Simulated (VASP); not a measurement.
## BaTe: single point with PBE

BaTe:

```
CELL_PARAMETERS angstrom
0.00000 3.56723 3.56723
3.56723 0.00000 3.56723
3.56723 3.56723 0.00000
ATOMIC_POSITIONS crystal
Ba 0.00000 0.00000 0.00000
Te 0.50000 0.50000 0.50000
```

| Item | Value |
| --- | --- |
| Program | VASP 6.6.1 |
| Task | single point |
| Functional | PBE |
| Potentials or basis | VASP PAW PBE potentials, release 64 (Ba_sv, Te) |
| Cutoff | 520 eV |
| k mesh | 8 × 8 × 8 |
| Occupations | gaussian, width 0.02 eV |
| Spin | no spin polarisation |
| Dipole correction | no |
| Further INCAR settings | ALGO = Normal; EDIFF = 1e-06; NBANDS = 15 |

| Quantity | Value |
| --- | --- |
| Pressure | -0.5 GPa |
| Band gap on the k mesh | 1.64 eV (least direct gap 2.02 eV) |

Levels at points of the mesh, in eV from the valence-band top:
```csv
k point,band 5,band 6,band 7,band 8,band 9,band 10,band 11,band 12
"(0.00, 0.00, 0.00)",-9.42,0.00,0.00,0.00,2.69,2.95,2.95,2.95
"(0.50, 0.00, 0.00)",-8.83,-2.08,-1.02,-1.02,4.11,4.62,4.76,4.76
"(0.50, 0.50, 0.00)",-9.23,-1.11,-0.38,-0.38,1.64,4.33,4.40,5.34
```

Run time: 41 s on 1 thread of Intel(R) Xeon(R) Platinum 8488C (Sapphire Rapids), with other jobs on the host, peak memory 0.25 GiB.

Caveat: spin-orbit coupling is left out, which moves the levels of the heavy elements. A k mesh can miss the band edges.
